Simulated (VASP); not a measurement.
Runs of VASP 6.6.1 on Na2S. It takes space group Fm-3m (No. 225, cubic). Conventional cell: a = 6.547 Å, b = 6.547 Å, c = 6.547 Å, α = 90.00°, β = 90.00°, γ = 90.00°. Na (site symmetry -43m) has 4 S at 2.83 Å and 6 Na at 3.27 Å within 3.7 Å. S (site symmetry m-3m) has 8 Na at 2.83 Å within 3.7 Å. 

```csv
level,cutoff (eV),gap on the mesh (eV),pressure (GPa)
PBE,500,2.48,0.3
BLYP,500,2.58,(b)
revPBE,500,(a),1.5
r2SCAN,550,3.05,-0.6
```

Alike in all rows: task single point; potentials or basis VASP PAW PBE potentials, release 64 (Na_pv, S); no spin polarisation; cell as given; k mesh 6 × 6 × 6; smearing gaussian 0.01 eV.

Fill in the values left out.

(a) 2.66; (b) 1.0.

Caveats: the PAW data sets were made with another functional, which shifts forces and pressure a little (some runs).

